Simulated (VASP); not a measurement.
A run of VASP 6.6.1 is set up as follows.

File INCAR:

```
  PREC = Accurate
  ENCUT = 520
  EDIFF = 1E-6
  ISMEAR = 0
  SIGMA = 0.15
  LREAL = False
  LASPH = True
  NELM = 100
  ALGO = Fast
  ISIF = 2
  LWAVE = False
  LCHARG = True
  LELF = True
  LVHAR = True
  NBANDS = 11
```

File KPOINTS:

```
Automatic mesh
0
Gamma
  24 24 14
```

Contents of POSCAR:

```
Si
1.0
    2.6510666862      0.0000000000      0.0000000000
   -1.3255333431      2.2958910974      0.0000000000
    0.0000000000      0.0000000000      4.5417424135
Si
2
Direct
    0.3578517660      0.6666666667      0.2500000000
    0.6421482340      0.3333333333      0.7500000000
```

Potentials or basis: VASP PAW LDA potentials, release 64 (Si).

Command:

```console
$ cat potpaw_LDA.64/Si/POTCAR > POTCAR
$ mpirun -np 1 vasp_std > vasp.out
```

(1) Predict the band gap on the k mesh.

(2) What does it give for the pressure?

Answers

(1) zero (bands 4 and 5 overlap by 12.79 eV).

(2) 0.1 GPa.

Caveat: the cell differs from its parent crystal (atoms displaced along a vibrational mode).
